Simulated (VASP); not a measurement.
Runs of VASP 6.6.1 on SrAsO3. The structure is that of space group Pm-3m (No. 221), or close to it. The cells are those of the table. 

```csv
cell,gap on the mesh (eV),pressure (GPa)
"a = 4.072 Å, 5 atoms",none,(b)
"a = 3.907 Å, 5 atoms",none,-2.3
"a = 3.873 Å, 5 atoms",none,2.3
"a = 4.040 Å, 5 atoms",none,-15.1
"a = 4.008 Å, 5 atoms",none,(a)
"a = 3.941 Å, 5 atoms",none,(c)
"a = 3.838 Å, 5 atoms",none,7.6
"a = 3.975 Å, 5 atoms",none,-9.7
```

Alike in all rows: task single point; level LDA; potentials or basis VASP PAW LDA potentials, release 64 (Sr_sv, As, O); no spin polarisation; k mesh 6 × 6 × 6; cutoff (eV) 520; smearing methfessel-paxton 0.1 eV.

Q: Fill in the values left out.

A: (a) -12.6; (b) -17.3; (c) -6.3.

Caveats: an odd number of electrons without spin polarisation forces a metal; a magnetic or distorted state may lie lower.

A k mesh can miss the band edges, and the runs leave out spin-orbit coupling on As, Sr.

A gap of «none» marks levels without a gap at the run's occupations.
